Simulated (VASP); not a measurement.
Input of a VASP 6.6.1 run:

File INCAR:

```
PREC = Accurate
ENCUT = 520
EDIFF = 1E-7
ISMEAR = 0
SIGMA = 0.1
LREAL = False
LASPH = True
NELM = 60
ALGO = Normal
ISIF = 2
LWAVE = False
LCHARG = True
GGA = PE
LELF = True
LVHAR = True
NBANDS = 73
```

The input KPOINTS:

```
regular mesh
0
Gamma
  3 3 4
```

The input POSCAR:

```
Ge
1.0
    6.4077619300      0.0000000000      0.0000000000
   -3.2038809700      5.5492846100      0.0000000000
    0.0000000000      0.0000000000      5.4776662500
Ge
9
Direct
    0.7639963300      0.2876489900      0.5976914600
    0.7123510100      0.4763473400      0.2643581200
    0.5236526600      0.2360036700      0.9310247900
    0.2876489900      0.7639963300      0.4023085400
    0.4763473400      0.7123510100      0.7356418800
    0.2360036700      0.5236526600      0.0689752100
    0.8709721100      0.0000000000      0.6666666700
    0.0000000000      0.8709721100      0.3333333300
    0.1290278900      0.1290278900      0.0000000000
```

Potentials or basis: VASP PAW PBE potentials, release 64 (Ge_d).

Command:

```sh
$ cat potpaw_PBE.64/Ge_d/POTCAR > POTCAR
$ mpirun -np 1 vasp_std > vasp.out
```

(1) Estimate the pressure.

(2) Estimate the band gap on the k mesh.

(3) What does it give for the largest force?

Answers

(1) 15.6 GPa.

(2) zero (bands 63 and 64 overlap by 0.56 eV).

(3) 1.019 eV/Å.

Caveat: the k points lie up to 0.38 Å⁻¹ apart, too coarse for converged energies and pressures of a metal; semilocal functionals underestimate gaps, and a narrow one can read as zero; forces of over 1 eV/Å act on the atoms, so gaps and moduli don't describe the material at rest.
